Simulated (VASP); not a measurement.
Wanted: the native input for a VASP 6.6.1 run.

```
Task                   : single point
Functional             : r2SCAN
Potentials or basis    : VASP PAW PBE potentials, release 64 (Ga_d, N)
Cutoff                 : 520 eV
k mesh                 : 8 × 8 × 8
Occupations            : gaussian, width 0.01 eV
Spin                   : no spin polarisation
Dipole correction      : no
Further INCAR settings : ALGO = Normal; EDIFF = 1e-06; NBANDS = 16
```

Crystal: GaN.

```
Ga N
1.0
     0.00000    2.20416    2.20416
     2.20416    0.00000    2.20416
     2.20416    2.20416    0.00000
Ga N
1 1
Cartesian
  0.0000 0.0000 0.0000
  2.2042 2.2042 2.2042
```

The input as run:

POSCAR

```
GaN
1.0
    0.0000000000      2.2041606323      2.2041606323
    2.2041606323      0.0000000000      2.2041606323
    2.2041606323      2.2041606323      0.0000000000
Ga N
1 1
Direct
    0.0000000000      0.0000000000      0.0000000000
    0.5000000000      0.5000000000      0.5000000000
```

INCAR.step1

```
ALGO = Normal
EDIFF = 1E-4
ENCUT = 520
GGA = PE
ISMEAR = 0
LASPH = True
LCHARG = False
LREAL = False
LWAVE = True
NBANDS = 16
NELM = 100
PREC = Accurate
SIGMA = 0.01
```

INCAR.step2

```
ALGO = Normal
EDIFF = 1E-6
ENCUT = 520
ISIF = 2
ISMEAR = 0
ISTART = 1
LASPH = True
LCHARG = True
LELF = True
LMIXTAU = True
LREAL = False
LVHAR = True
LWAVE = False
METAGGA = R2SCAN
NBANDS = 16
NELM = 100
PREC = Accurate
SIGMA = 0.01
```

KPOINTS

```
k-points
0
Gamma
  8 8 8
```

Potentials or basis: VASP PAW PBE potentials, release 64 (Ga_d, N).

The run is started by

```sh
$ cat potpaw_PBE.64/Ga_d/POTCAR potpaw_PBE.64/N/POTCAR > POTCAR
$ cp INCAR.step1 INCAR
$ mpirun -np 1 vasp_std > vasp.out
$ cp INCAR.step2 INCAR
$ mpirun -np 1 vasp_std > vasp.out
```

It gave:

```
Pressure               : -23.4 GPa
Band gap on the k mesh : 0.31 eV, indirect (least direct gap 1.76 eV)
```

Caveat: the PAW data sets were made with another functional, which shifts forces and pressure a little.

Wall time 40 s on 1 thread of AMD EPYC 7R13 Processor (Zen 3) (shared host), peak memory 0.12 GiB.
